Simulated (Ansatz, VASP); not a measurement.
One calculation of Se, two programs

Contents of INCAR:

```
SYSTEM = Se
PREC = Accurate
ENCUT = 520
EDIFF = 1E-7
ISMEAR = -1
SIGMA = 0.1
LREAL = .FALSE.
LASPH = .TRUE.
NELM = 80
ALGO = Normal
ISIF = 2
LWAVE = .FALSE.
LCHARG = .TRUE.
GGA = PE
LELF = .TRUE.
LVHAR = .TRUE.
NBANDS = 16
```

KPOINTS

```
regular mesh
0
G
  9 9 11
  0 0 0
```

The input POSCAR:

```
Se
1.0
    4.8799350461      0.0000000000      0.0000000000
   -2.4399675231      4.2261477188      0.0000000000
    0.0000000000      0.0000000000      3.4621677427
Se
3
Direct
    0.0000000000      0.0000000000      0.0000000000
    0.3333333333      0.6666666667      0.5000000000
    0.6666666667      0.3333333333      0.5000000000
```

Input for Ansatz:

```yaml
crystal:
  lattice:
    - [4.8799350461, 0.0, 0.0]
    - [-2.4399675231, 4.2261477188, 0.0]
    - [0.0, 0.0, 3.4621677427]
  atoms:
    - { symbol: Se, position: [0.0, 0.0, 0.0] }
    - { symbol: Se, position: [0.3333333333, 0.6666666667, 0.5] }
    - { symbol: Se, position: [0.6666666667, 0.3333333333, 0.5] }
hamiltonian:
  xc: pbe
  pseudopotentials:
    kind: paw
    azcp:
      Se: "pseudopotentials/Se.paw.azcp"
basis:
  ecutwfc: 420
  fft_grid_basis: typed
kpoints:
  mp_grid: { grid: [9, 9, 11], shift: [0, 0, 0] }
magnetization:
  spin_polarized: false
scf:
  occupations: { method: fermi_dirac, width: 0.1 }
  lower_state_search: "off"
output:
  stress: true
```

Alike in both runs: task single point; functional PBE; k mesh 9 × 9 × 11; occupations fermi-dirac, width 0.1 eV; no spin polarisation.

|  | VASP | Ansatz |
| --- | --- | --- |
| version | VASP 6.6.1 | Ansatz 0.2.0 |
| potentials or method | VASP PAW PBE potentials, release 64 (Se), cutoff 520 eV | plane waves (420 eV) with PAW, scalar-relativistic |
| valence electrons in the cell | 18 | 48 |

VASP gave:

```
pressure (GPa)                                                : -5.8
traceless stress, the component that is largest in VASP (GPa) : 2.13
```

Estimate Ansatz's values.

pressure (GPa): -5.8; traceless stress, the component that is largest in VASP (GPa): 2.12.

VASP's potentials hold 18 valence electrons a cell and Ansatz's 48, so a difference there can come from the potentials and not from the codes.
